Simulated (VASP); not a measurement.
**MoS2: single point with PBEsol**

MoS2:

```xyz
3
Lattice="3.2275 0.0000 0.0000 -1.6137 2.7951 0.0000 0.0000 0.0000 6.3125" Properties=species:S:1:pos:R:3 pbc="T T T"
Mo    0.0000    0.0000    3.1562
S     0.0000    1.8634    1.6117
S     1.6137    0.9317    4.7008
```

```
Program                : VASP 6.6.1
Task                   : single point
Functional             : PBEsol
Potentials or basis    : VASP PAW PBE potentials, release 64 (Mo_sv, S)
Cutoff                 : 520 eV
k mesh                 : 8 × 8 × 4
Occupations            : methfessel-paxton, width 0.1 eV
Spin                   : no spin polarisation
Dipole correction      : no
Further INCAR settings : ALGO = Normal; EDIFF = 1e-06; NBANDS = 20
```

```
Pressure               : -3.4 GPa
Largest force          : 0.009 eV/Å
Band gap on the k mesh : zero (bands 13 and 14 overlap by 0.55 eV)
```

Forces in eV/Å, atoms in the order of the input:
```
Mo   0.000  0.000  0.000
S    0.000  0.000 -0.009
S    0.000  0.000  0.009
```

Stress tensor (GPa, compression positive):
```
-4.48  0.00  0.00
 0.00 -4.48  0.00
 0.00  0.00 -1.24
```

Levels at points of the mesh, in eV from the Fermi level:
```tsv
k point	band 11	band 12	band 13	band 14	band 15	band 16
(0.00, 0.00, 0.00)	-1.08	-0.95	-0.95	-0.30	-0.30	3.21
(0.50, 0.00, 0.00)	-3.19	-1.76	-1.73	0.95	1.72	3.65
(0.00, 0.00, 0.50)	-0.95	-0.95	-0.37	-0.37	-0.07	3.37
(0.50, 0.00, 0.50)	-2.39	-2.11	-1.60	0.95	1.74	3.32
```

Run time: 52 s on 1 thread of Intel Xeon 8259CL, on a shared host, peak memory 0.19 GiB.

Caveat: the cell stands under tension; the PAW data sets were made with another functional, which shifts forces and pressure a little; this functional lacks dispersion, which binds the layers, so the pressure and a relaxed spacing across them are unreliable.
